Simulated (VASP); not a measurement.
Crystal: Rh.

```xyz
1
Lattice="-1.5093 1.5093 1.5093 1.5093 -1.5093 1.5093 1.5093 1.5093 -1.5093" Properties=species:S:1:pos:R:3 pbc="T T T"
Rh    0.0000    0.0000    0.0000
```

- Program: VASP 6.6.1
- Task: relaxation of cell and atoms
- Functional: PBE
- Potentials or basis: VASP PAW PBE potentials, release 64 (Rh_pv)
- Cutoff: 500 eV
- k mesh: 15 × 15 × 15
- Occupations: fermi-dirac, width 0.1 eV
- Spin: no spin polarisation

At the start: pressure 14.1 GPa; volume 13.75 Å³/atom.

Task: Where does the relaxation end?

Result: Over 4 steps the energy falls by 31.5 meV/atom and the volume is 14.51 Å³/atom (+5.5 %); space group Im-3m (No. 229, to 0.05 Å).

Step by step:
| step | energy change (eV) | largest force (eV/Å) | pressure (GPa) | volume (Å³) |
| --- | --- | --- | --- | --- |
| 1 | 0.0000 | 0.0000 | 14.14 | 13.75 |
| 2 | 0.0964 | 0.0000 | -20.12 | 16.31 |
| 3 | -0.0315 | 0.0000 | -0.51 | 14.54 |
| 4 | -0.0315 | 0.0000 | -0.04 | 14.51 |

Final structure:
```yaml
crystal:
  lattice:
    - [-1.53647, 1.53647, 1.53647]
    - [1.53647, -1.53647, 1.53647]
    - [1.53647, 1.53647, -1.53647]
  atoms:
    - { symbol: Rh, position: [0.00000, 0.00000, 0.00000] }
```
